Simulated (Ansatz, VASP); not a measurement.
**One calculation of Te2Mo, two programs**

```xyz
6
Lattice="3.5039 0.0000 0.0000 -1.7519 3.0345 0.0000 0.0000 0.0000 24.7677" Properties=species:S:1:pos:R:3 pbc="T T T"
Te    0.0000    2.0230    4.5000
Te    0.0000    2.0230    8.1339
Te    1.1680    2.0230   11.2639
Te    1.1680    2.0230   14.8977
Mo    1.7519    1.0115    6.3169
Mo    2.9199    1.0115   13.0808
```

Alike in both runs: task single point; functional PBE; dispersion D3(BJ); k mesh 9 × 9 × 1; occupations gaussian, width 0.05 eV; no spin polarisation.

|  | VASP | Ansatz |
| --- | --- | --- |
| version | VASP 6.6.1 | Ansatz 0.2.0 |
| potentials or method | VASP PAW PBE potentials, release 64 (Te, Mo_sv), cutoff 520 eV | scalar-relativistic, plane waves, PAW |
| valence electrons in the cell | 52 | 92 |

|  | VASP | Ansatz | Ansatz less VASP |
| --- | --- | --- | --- |
| gap on the k mesh at the Fermi level (eV) | 0.72 | 0.72 | +0.006 |
| least direct gap on the mesh (eV) | 1.13 | 1.13 | 0.000 |
| rms of the force components (eV/Å) | 0.177 | 0.182 | +0.0046 |

VASP's potentials hold 52 valence electrons a cell and Ansatz's 92, so a difference there can come from the potentials and not from the codes.

Neither program's run includes spin-orbit coupling.
